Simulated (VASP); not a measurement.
Input of a VASP 6.6.1 run:

INCAR

```
SYSTEM = Pd
ALGO = Normal
EDIFF = 1E-6
ENCUT = 520
GGA = PE
ISIF = 2
ISMEAR = 0
LASPH = .TRUE.
LCHARG = .FALSE.
LREAL = .FALSE.
LWAVE = .FALSE.
NBANDS = 11
NELM = 80
PREC = Accurate
SIGMA = 0.15
```

The input KPOINTS:

```
k-points
0
G
  8 8 8
  0 0 0
```

Contents of POSCAR:

```
Pd
1.0
    0.0000000000      1.9935225000      1.9935225000
    1.9935225000      0.0000000000      1.9935225000
    1.9935225000      1.9935225000      0.0000000000
Pd
1
Direct
    0.0000000000      0.0000000000      0.0000000000
```

Potentials or basis: VASP PAW PBE potentials, release 64 (Pd).

Run with:

```sh
$ cat potpaw_PBE.64/Pd/POTCAR > POTCAR
$ mpirun -np 1 vasp_std > vasp.out
```

Problem. Estimate the pressure.

Solution. -4.7 GPa.

Problem. Estimate the band gap on the k mesh.

Solution. Zero (band 5 reaches 8.90 eV, above the bottom of band 6 at 7.49 eV).

Caveat: the cell differs from its parent crystal (strain +0.025 along x and y, +0.025 along z).
